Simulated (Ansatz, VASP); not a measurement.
TiSi: VASP beside Ansatz

The input INCAR:

```
PREC = Accurate
ENCUT = 520
EDIFF = 1E-7
ISMEAR = 0
SIGMA = 0.15
LREAL = False
LASPH = True
NELM = 100
ALGO = Normal
ISIF = 2
LWAVE = False
LCHARG = False
GGA = PS
NBANDS = 42
```

KPOINTS

```
regular mesh
0
Gamma
  12 6 10
```

File POSCAR:

```
TiSi
1.0
    3.6007916910      0.0000000000      0.0000000000
    0.0000000000      7.5785650265      0.0000000000
    0.0000000000      0.0000000000      4.1428981957
Ti Si
4 4
Direct
    0.0000000000      0.4960414670      0.0507500000
    0.5000000000      0.4960414670      0.5507500000
    0.5000000000      0.0039585330      0.5507500000
    0.0000000000      0.0039585330      0.0507500000
    0.0000000000      0.7500000000      0.5507500000
    0.0000000000      0.2500000000      0.5507500000
    0.5000000000      0.2500000000      0.0507500000
    0.5000000000      0.7500000000      0.0507500000
```

Input for Ansatz:

```yaml
crystal:
  lattice:
    - [3.600791691, 0.0, 0.0]
    - [0.0, 7.5785650265, 0.0]
    - [0.0, 0.0, 4.1428981957]
  atoms:
    - { symbol: Ti, position: [0.0, 0.496041467, 0.05075] }
    - { symbol: Ti, position: [0.5, 0.496041467, 0.55075] }
    - { symbol: Ti, position: [0.5, 0.003958533, 0.55075] }
    - { symbol: Ti, position: [0.0, 0.003958533, 0.05075] }
    - { symbol: Si, position: [0.0, 0.75, 0.55075] }
    - { symbol: Si, position: [0.0, 0.25, 0.55075] }
    - { symbol: Si, position: [0.5, 0.25, 0.05075] }
    - { symbol: Si, position: [0.5, 0.75, 0.05075] }
basis:
  ecutwfc: 420
kpoints:
  mp_grid: { grid: [12, 6, 10] }
hamiltonian:
  xc: pbesol
scf:
  occupations: { method: gaussian, width: 0.15 }
output:
  forces: true
  stress: true
  eigenvalues: true
```

Change from the starting cell: mode 12 (228.4 1/cm) frozen in, largest displacement +0.030 Å.

Alike in both runs: task single point; functional PBEsol; k mesh 12 × 6 × 10; occupations gaussian, width 0.15 eV; no spin polarisation.

|  | VASP | Ansatz |
| --- | --- | --- |
| version | VASP 6.6.1 | Ansatz 0.2.0 |
| potentials or method | VASP PAW PBE potentials, release 64 (Ti_sv, Si), cutoff 520 eV | scalar-relativistic, plane waves, PAW |
| valence electrons in the cell | 64 | 64 |

```csv
,VASP,Ansatz,Ansatz less VASP
gap on the k mesh at the Fermi level (eV),none,none,-
pressure (GPa),0.2,0.1,-0.04
"traceless stress, the component that is largest in VASP (GPa)",-0.03,-0.10,-0.065
rms of the force components (eV/Å),0.112,0.111,-0.0003
```

VASP's potentials were made for PBE, not for PBEsol. Atom by atom the forces differ by 0.000 eV/Å (rms over components). A gap of «none» marks a metal or a gap that the smearing closes.
